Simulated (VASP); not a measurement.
# H16CO7 in VASP: notebook

H16CO7 is run at these levels: PBE+D3(BJ); tasks: single point.

All numbers are computed with VASP 6.6.1; they aren't measurements. Logs are shortened: lines on timing, memory, paths and dates and some standing lists are left out, and cuts for length are marked.

### Step 1. The cell of the first run

The cell holds an amorphous packing of atoms, 24 atoms: a = 6.274 Å, b = 6.274 Å, c = 6.274 Å, α = 90.00°, β = 90.00°, γ = 90.00°.

### Step 2. Single point, PBE+D3(BJ)

INCAR

```
ALGO     = Normal         # electronic algorithm
EDIFF    = 1E-6           # SCF threshold, eV
ENCUT    = 520            # plane-wave cutoff, eV
GGA      = PE             # functional
ISIF     = 2              # what is computed and relaxed
ISMEAR   = -1             # smearing method
IVDW     = 12             # dispersion correction
LASPH    = T              # aspherical terms in the spheres
LCHARG   = T              # write CHGCAR
LELF     = T              # ELF
LREAL    = Auto         
LVHAR    = T            
LWAVE    = F              # write WAVECAR
NBANDS   = 49             # bands
NELM     = 80             # most SCF steps
PREC     = Accurate       # precision mode
SIGMA    = 0.05           # smearing width, eV
```

KPOINTS

```
k-points
0
Gamma
  1 1 1
```

POSCAR

```
H16CO7
1.0
    6.2743050000      0.0000000000      0.0000000000
    0.0000000000      6.2743050000      0.0000000000
    0.0000000000      0.0000000000      6.2743050000
O H C
7 16 1
Direct
    0.0451364733      0.7728824149      0.2151951491
    0.1357759943      0.5223686129      0.8405074347
    0.8716184502      0.1372263542      0.2217297374
    0.2851311819      0.2978497220      0.2499878473
    0.4476033601      0.6123546751      0.4731838825
    0.8395830295      0.4642426532      0.5198663438
    0.6085933024      0.2250926597      0.8663748415
    0.0871490946      0.7057036596      0.0820170521
   -0.0196993930      0.6642648070      0.3096438570
    0.2486649916      0.4527513406      0.7454849581
    0.0067099065      0.5259865435      0.7376434521
    0.8286495476      0.1530049942      0.0748130669
    0.9406619538     -0.0066620925      0.2377952618
    0.1397445613      0.2365839722      0.2349104801
    0.3261715839      0.3188719707      0.0976203739
    0.3807752412      0.4968837186      0.3830703162
    0.3878995363      0.7550796463      0.4430610243
    0.7088912637      0.5435343038      0.4772640157
    0.8648447916      0.3465881879      0.4195843205
    0.6339506925     -0.1042665283      0.9645211701
    0.6562957969      0.2814654372      0.7295309998
    0.3905611857     -0.0309038212      0.8261950925
    0.6366123419     -0.0591938071      0.6888093582
    0.5606357995     -0.0073793034      0.8367460619
```

Potentials or basis: VASP PAW PBE potentials, release 64 (O, H, C).

The run is started by

```
$ cat potpaw_PBE.64/O/POTCAR potpaw_PBE.64/H/POTCAR potpaw_PBE.64/C/POTCAR > POTCAR
$ mpirun -np 1 vasp_gam > vasp.out
```

OUTCAR:

```text
EDIFF = 1E-6
   ENCUT = 520
   GGA = PE
   ISIF = 2
   ISMEAR = -1
   IVDW = 12
   LASPH = T
   LREAL = Auto
   NELM = 80
   PREC = Accurate
 IVDW          = 12

 ion  position               nearest neighbor table
   1  0.045  0.773  0.215-   8 0.97   9 0.99
   2  0.136  0.522  0.841-  10 1.02  11 1.04
   3  0.872  0.137  0.222-  12 0.97  13 1.01
   4  0.285  0.298  0.250-  14 0.99  15 1.00
   5  0.448  0.612  0.473-  17 0.99  16 1.01
   6  0.840  0.464  0.520-  19 0.98  18 1.00
   7  0.609  0.225  0.866-  21 0.98  24 1.50
   8  0.087  0.706  0.082-   1 0.97
   9  0.980  0.664  0.310-   1 0.99
  10  0.249  0.453  0.745-   2 1.02
  11  0.007  0.526  0.738-   2 1.04
  12  0.829  0.153  0.075-   3 0.97
  13  0.941  0.993  0.238-   3 1.01
[... 8 lines left out ...]
  22  0.391  0.969  0.826-  24 1.08
  23  0.637  0.941  0.689-  24 1.09
  24  0.561  0.993  0.837-  22 1.08  23 1.09  20 1.11   7 1.50

  LATTYP: Found a simple cubic cell.
 ALAT       =     6.2743050000

  Lattice vectors:

 A1 = (   6.2743050000,   0.0000000000,   0.0000000000)
 A2 = (   0.0000000000,   6.2743050000,   0.0000000000)
 A3 = (   0.0000000000,   0.0000000000,   6.2743050000)

Analysis of symmetry for initial positions (statically):
=====================================================================
 Subroutine PRICEL returns:
 Original cell was already a primitive cell.

 Routine SETGRP: Setting up the symmetry group for a
 simple cubic supercell.

 Subroutine GETGRP returns: Found  1 space group operations
 (whereof  1 operations were pure point group operations)
 out of a pool of 48 trial point group operations.

The static configuration has the point symmetry C_1 .

Analysis of symmetry for dynamics (positions and initial velocities):
=====================================================================
 Subroutine PRICEL returns:
 Original cell was already a primitive cell.

 Routine SETGRP: Setting up the symmetry group for a
 simple cubic supercell.

 Subroutine GETGRP returns: Found  1 space group operations
 (whereof  1 operations were pure point group operations)
 out of a pool of 48 trial point group operations.

The dynamic configuration has the point symmetry C_1 .

 Subroutine INISYM returns: Found  1 space group operations
 (whereof  1 operations are pure point group operations),
 and found     1 'primitive' translations

----------------------------------------------------------------------------------------

                                     Primitive cell

  volume of cell :     247.0000

  direct lattice vectors                    reciprocal lattice vectors
     6.274305000  0.000000000  0.000000000     0.159380202  0.000000000  0.000000000
     0.000000000  6.274305000  0.000000000     0.000000000  0.159380202  0.000000000
     0.000000000  0.000000000  6.274305000     0.000000000  0.000000000  0.159380202

  length of vectors
     6.274305000  6.274305000  6.274305000     0.159380202  0.159380202  0.159380202

  position of ions in fractional coordinates (direct lattice)
     0.045136473  0.772882415  0.215195149
     0.135775994  0.522368613  0.840507435
     0.871618450  0.137226354  0.221729737
     0.285131182  0.297849722  0.249987847
     0.447603360  0.612354675  0.473183883
     0.839583029  0.464242653  0.519866344
[... 16 lines left out ...]
     0.636612342  0.940806193  0.688809358
     0.560635799  0.992620697  0.836746062

  ion indices of the primitive-cell ions
   primitive index   ion index
                 1           1
                 2           2
                 3           3
                 4           4
                 5           5
                 6           6
[... 16 lines left out ...]
                23          23
                24          24

----------------------------------------------------------------------------------------

 KPOINTS: k-points

Automatic generation of k-mesh.
 Grid dimensions read from file:
 generate k-points for:    1    1    1

 Generating k-lattice:

  Cartesian coordinates                     Fractional coordinates (reciprocal lattice)
     0.159380202  0.000000000  0.000000000     1.000000000  0.000000000  0.000000000
     0.000000000  0.159380202  0.000000000     0.000000000  1.000000000  0.000000000
     0.000000000  0.000000000  0.159380202     0.000000000  0.000000000  1.000000000

  Length of vectors
     0.159380202  0.159380202  0.159380202

  Shift w.r.t. Gamma in fractional coordinates (k-lattice)
     0.000000000  0.000000000  0.000000000

 Subroutine IBZKPT returns following result:
 ===========================================

 Found      1 irreducible k-points:

 Following reciprocal coordinates:
            Coordinates               Weight
  0.000000  0.000000  0.000000      1.000000
   k-points           NKPTS =      1   k-points in BZ     NKDIM =      1   number of bands    NBANDS=     49
   number of dos      NEDOS =    301   number of ions     NIONS =     24
   total plane-waves  NPLWV = 110592
   dimension x,y,z NGX =    48 NGY =   48 NGZ =   48
   dimension x,y,z NGXF=    96 NGYF=   96 NGZF=   96
   ions per type =               7  16   1
   NGX,Y,Z   is equivalent  to a cutoff of  12.72, 12.72, 12.72 a.u.
   NGXF,Y,Z  is equivalent  to a cutoff of  25.44, 25.44, 25.44 a.u.
 SYSTEM =  unknown system
   PREC   = accura    normal or accurate (medium, high low for compatibility)
   ISTART =      0    job   : 0-new  1-cont  2-samecut
   ICHARG =      2    charge: 1-file 2-atom 10-const
   ISPIN  =      1    spin polarized calculation?
   LNONCOLLINEAR =      F non collinear calculations
   LSORBIT =      F    spin-orbit coupling
   LASPH  =      T    aspherical Exc in radial PAW
   ENCUT  =  520.0 eV  38.22 Ry    6.18 a.u.  11.67 11.67 11.67*2*pi/ulx,y,z
   NELM   =     80;   NELMIN=  2; NELMDL= -5     # of ELM steps
   EDIFF  = 0.1E-05   stopping-criterion for ELM
   LREAL  =      T    real-space projection
   EDIFFG = 0.1E-04   stopping-criterion for IOM
   NSW    =      0    number of steps for IOM
   IBRION =     -1    ionic relax: 0-MD 1-quasi-New 2-CG
   NFREE  =      0    steps in history (QN), initial steepest desc. (CG)
   ISIF   =      2    stress and relaxation
   ISYM   =      2    0-nonsym 1-usesym 2-fastsym
   POTIM  = 0.5000    time-step for ionic-motion
   TEBEG  =    0.0;   TEEND  =   0.0 temperature during run
   PSTRESS=    0.0 pullay stress
   NELECT =      62.0000    total number of electrons
   NUPDOWN=      -1.0000    fix difference up-down
   EMIN   =  10.00;   EMAX   =-10.00  energy-range for DOS
   EFERMI =   0.00;   METHOD = LEGACY
   ISMEAR =    -1;   SIGMA  =   0.05  broadening in eV -4-tet -1-fermi 0-gaus
   EFERMI_NEDOS =   21; number of points for ismear=-14 and -15
   IALGO  =     38    algorithm
   IMIX   =      4    mixing-type and parameters
     AMIX     =   0.40;   BMIX     =  1.00
     AMIX_MAG =   1.60;   BMIX_MAG =  1.00
  volume/ion in A,a.u.               =      10.29        69.45
  Fermi-wavevector in a.u.,A,eV,Ry     =   1.032697  1.951515 14.510124  1.066464
  Thomas-Fermi vector in A             =   2.166908
   LORBIT       =      0    0 simple, 1 ext, 2 COOP (PROOUT), +10 PAW based schemes
   GGA     = PE    functional components
   LHFCALC =     F    Hartree Fock is set to
   AEXX    =    0.0000 exact exchange contribution
   IVDW    =    12    specifies the selected vdW correction
   LEPSILON=     F    determine dielectric tensor
   LRPA    =     F    only Hartree local field effects (RPA)
 non-spin polarized calculation
  energy-cutoff  :      520.00
  volume of cell :      247.00
 maximum number of plane-waves:      3334
 NGX is ok and might be reduce to    48
   NGX = 23   NGY = 23   NGZ = 23

 number of electron      62.0000002 magnetization

 Free energy of the ion-electron system (eV)
  ---------------------------------------------------
  ext. energy  EPLUGINS =         0.00000000
  ---------------------------------------------------
  free energy    TOTEN  =      -118.09187755 eV

  energy without entropy =     -118.09187755  energy(sigma->0) =     -118.09187755

 E-fermi :  -2.3419     XC(G=0):  -6.6758

 val. band max:       -3.6024251570   @ k =   0.0000   0.0000   0.0000
 cond. band min:       1.1865370512   @ k =   0.0000   0.0000   0.0000
 fundamental gap:      4.7889622081
 Fermi energy:        -2.3419330375

 k-point     1 :       0.0000    0.0000    0.0000
  band No.  band energies     occupation
      1     -22.6024      2.00000
      2     -22.2081      2.00000
      3     -22.0914      2.00000
      4     -21.9101      2.00000
      5     -21.6861      2.00000
      6     -21.3907      2.00000
[... 35 lines left out ...]
     42       6.8862      0.00000
     43       7.2869      0.00000
 [bands above 43 left out]

------------------------ aborting loop because EDIFF is reached ----------------------------------------

 Edisp (eV)   -0.80187

 E8    (eV) :    -0.1654

  FORCE on cell =-STRESS in cart. coord.  units (eV):
  Direction    XX          YY          ZZ          XY          YZ          ZX
  --------------------------------------------------------------------------------------
  -------------------------------------------------------------------------------------
  Total      -1.26895    -3.72981    -1.97148     0.29659     0.30277     0.62382
  in kB      -8.23109   -24.19359   -12.78808     1.92381     1.96393     4.04642
  external pressure =      -15.07 kB  Pullay stress =        0.00 kB

 VOLUME and BASIS-vectors are now :
 -----------------------------------------------------------------------------
  energy-cutoff  :      520.00
  volume of cell :      247.00
      direct lattice vectors                 reciprocal lattice vectors
     6.274305000  0.000000000  0.000000000     0.159380202  0.000000000  0.000000000
     0.000000000  6.274305000  0.000000000     0.000000000  0.159380202  0.000000000
     0.000000000  0.000000000  6.274305000     0.000000000  0.000000000  0.159380202

 POSITION                                       TOTAL-FORCE (eV/Angst)
 -----------------------------------------------------------------------------------
      0.28320      4.84930      1.35020        -0.081466     -0.175774      0.918078
      0.85190      3.27750      5.27360        -0.190023     -0.755668     -1.928551
      5.46880      0.86100      1.39120         0.576206      0.257102      1.121645
      1.78900      1.86880      1.56850         0.214968     -0.124961     -1.189127
      2.80840      3.84210      2.96890         0.307800      0.504907      0.103879
      5.26780      2.91280      3.26180         0.314847      0.403614      0.239215
[... 16 lines left out ...]
      3.99430      5.90291      4.32180        -0.064096     -0.065110     -0.226672
      3.51760      6.22800      5.25000         1.002217      0.988914     -0.306077
 -----------------------------------------------------------------------------------
    total drift:                               -0.006344     -0.000076      0.012768

  FREE ENERGIE OF THE ION-ELECTRON SYSTEM (eV)
  ---------------------------------------------------
  free  energy   TOTEN  =      -118.8937431353 eV

  energy  without entropy=     -118.8937431352  energy(sigma->0) =     -118.89374314
```

Wall time 22 s (1 thread of Intel Xeon Platinum 8488C (Sapphire Rapids), shared host); peak memory 0.3 GiB.

What came out:

```yaml
Free_energy: -118.8937 eV
Pressure: -1.5 GPa
Largest_force: 2.080 eV/Å
Band_gap_on_the_k_mesh: 4.79 eV
Dispersion_energy_per_atom: -0.033 eV
```

Forces on the atoms (eV/Å):
```
O   -0.081 -0.176  0.918
O   -0.190 -0.756 -1.929
O    0.576  0.257  1.122
O    0.215 -0.125 -1.189
O    0.308  0.505  0.104
O    0.315  0.404  0.239
O   -0.315 -1.406  0.422
H    0.134 -0.542 -0.447
H    0.312  0.060 -0.327
H   -1.085  1.201  1.136
H    1.306 -0.249  0.896
H   -0.469  0.367 -0.577
H   -0.246 -0.063 -0.434
H   -0.040  0.241  0.198
H    0.013 -0.041  0.940
H   -0.328  0.552 -0.088
H    0.020 -1.066 -0.200
H   -0.443 -0.219  0.100
H   -0.285 -0.280 -0.411
H   -0.330  0.414  0.084
H    0.214  0.140 -0.155
H   -0.540 -0.143  0.130
H   -0.064 -0.065 -0.227
C    1.002  0.989 -0.306
```

Caveat: the k points lie up to 1.00 Å⁻¹ apart.

### Step 3. Single point, PBE+D3(BJ)

INCAR

```
SYSTEM = H16CO7
PREC = Accurate
ENCUT = 520
EDIFF = 1E-6
ISMEAR = -1
SIGMA = 0.05
LREAL = Auto
LASPH = .True.
NELM = 80
ALGO = Normal
ISIF = 2
LWAVE = .False.
LCHARG = .False.
GGA = PE
IVDW = 12
NBANDS = 49
```

KPOINTS

```
Automatic mesh
0
Gamma
  1 1 1
  0 0 0
```

POSCAR

```
H16CO7
1.0
    6.2743050000      0.0000000000      0.0000000000
    0.0000000000      6.2743050000      0.0000000000
    0.0000000000      0.0000000000      6.2743050000
O H C
7 16 1
Direct
   -0.0117781969      0.7526092531      0.2381299602
    0.1237268510      0.5511526775      0.8090617208
    0.9094074961      0.1640659802      0.2641886233
    0.3359575284      0.3115404814      0.2005959226
    0.3929997028      0.6594993390      0.4278242770
    0.7827799254      0.4476830502      0.5567469226
    0.6715325442      0.1763541938      0.8891343344
   -0.0123360277      0.6809837902      0.0937633730
   -0.0854915405      0.6468764270      0.3227927237
    0.2799035112      0.5517423842      0.7804689125
    0.0729801946      0.5678716607      0.6728394619
    0.8561107565      0.1654366500      0.1177341554
    0.9201815978      0.0087818491      0.2814973132
    0.1936947598      0.2395484440      0.2250607836
    0.4278083389      0.2200562453      0.1100998437
    0.3586213931      0.5302898090      0.3432093276
    0.2848124215      0.7671447276      0.3892542680
    0.6430831781      0.5286960070      0.5415898653
    0.7802139042      0.3363878549      0.4389171390
    0.5461959532     -0.1054618798      0.9824355048
    0.7704917118      0.2478202765      0.7932671427
    0.4663624099     -0.0366255705      0.7155214801
    0.7183903237     -0.1540409655      0.7682763270
    0.5987436059     -0.0414229146      0.8278048326
```

Potentials or basis: VASP PAW PBE potentials, release 64 (O, H, C).

The run is started by

```
$ cat potpaw_PBE.64/O/POTCAR potpaw_PBE.64/H/POTCAR potpaw_PBE.64/C/POTCAR > POTCAR
$ mpirun -np 1 vasp_gam > vasp.out
```

OUTCAR:

```text
SYSTEM = H16CO7
   PREC = Accurate
   ENCUT = 520
   EDIFF = 1E-6
   ISMEAR = -1
   LREAL = Auto
   LASPH = .True.
   NELM = 80
   ISIF = 2
   GGA = PE
   IVDW = 12
 IVDW          = 12

 ion  position               nearest neighbor table
   1  0.988  0.753  0.238-   9 0.97   8 1.01
   2  0.124  0.551  0.809-  11 0.92  10 1.00
   3  0.909  0.164  0.264-  12 0.98  13 0.98
   4  0.336  0.312  0.201-  15 0.99  14 1.01
[... 287 lines left out ...]
  -------------------------------------------------------------------------------------
  Total      -2.59099    -2.78917     1.91939     0.01648    -2.51403     2.12417
  in kB     -16.80658   -18.09211    12.45023     0.10687   -16.30739    13.77854
  external pressure =       -7.48 kB  Pullay stress =        0.00 kB

 VOLUME and BASIS-vectors are now :
 -----------------------------------------------------------------------------
  energy-cutoff  :      520.00
  volume of cell :      247.00
      direct lattice vectors                 reciprocal lattice vectors
     6.274305000  0.000000000  0.000000000     0.159380202  0.000000000  0.000000000
     0.000000000  6.274305000  0.000000000     0.000000000  0.159380202  0.000000000
     0.000000000  0.000000000  6.274305000     0.000000000  0.000000000  0.159380202

 POSITION                                       TOTAL-FORCE (eV/Angst)
 -----------------------------------------------------------------------------------
      6.20041      4.72210      1.49410         0.041449     -0.670687     -1.611314
      0.77630      3.45810      5.07630         2.365062     -0.198826      2.939961
      5.70590      1.02940      1.65760         0.275325      0.065843      0.181516
      2.10790      1.95470      1.25860        -0.542525     -0.984430     -0.090557
      2.46580      4.13790      2.68430         0.003675      0.484347      0.403216
      4.91140      2.80890      3.49320        -1.259290      0.399210     -1.107266
[... 16 lines left out ...]
      4.50740      5.30780      4.82040         0.480175      0.417743     -0.123339
      3.75670      6.01440      5.19390         0.250141      0.858190      0.912690
 -----------------------------------------------------------------------------------
    total drift:                                0.008124     -0.003185      0.006855

  FREE ENERGIE OF THE ION-ELECTRON SYSTEM (eV)
  ---------------------------------------------------
  free  energy   TOTEN  =      -118.5143837303 eV

  energy  without entropy=     -118.5143837302  energy(sigma->0) =     -118.51438373
```

Run time: 20 s. Hardware: 1 thread of Intel Xeon Platinum 8488C (Sapphire Rapids), shared host; peak memory 0.3 GiB.

What came out:

| Property | Result |
| --- | --- |
| Free energy | -118.5144 eV |
| Pressure | -0.7 GPa |
| Largest force | 3.778 eV/Å |
| Band gap on the k mesh | 4.79 eV |
| Dispersion energy per atom | -0.033 eV |

Forces in eV/Å, atoms in the order of the input:
```
O    0.041 -0.671 -1.611
O    2.365 -0.199  2.940
O    0.275  0.066  0.182
O   -0.543 -0.984 -0.091
O    0.004  0.484  0.403
O   -1.259  0.399 -1.107
O   -0.270 -1.458  0.585
H    0.508  0.792  0.741
H   -0.393 -0.378  0.842
H   -0.885  0.001  0.521
H   -1.701  0.209 -2.997
H   -0.588  0.486 -0.552
H    0.166 -0.422  0.291
H    0.824  0.382 -0.332
H   -0.480  0.690  0.345
H    0.052 -0.009 -0.303
H    0.368 -0.623 -0.005
H    1.038 -0.656  0.038
H    0.287  0.454  0.599
H   -0.226 -0.165 -0.186
H   -0.167  0.091 -0.949
H   -0.147  0.237 -0.142
H    0.480  0.418 -0.123
C    0.250  0.858  0.913
```

Levels at points of the mesh, in eV from the valence-band top:
| k point | band 29 | band 30 | band 31 | band 32 | band 33 | band 34 |
| --- | --- | --- | --- | --- | --- | --- |
| (0.00, 0.00, 0.00) | -0.26 | -0.17 | 0.00 | 4.79 | 7.29 | 7.92 |

Caveat: the k points lie up to 1.00 Å⁻¹ apart.
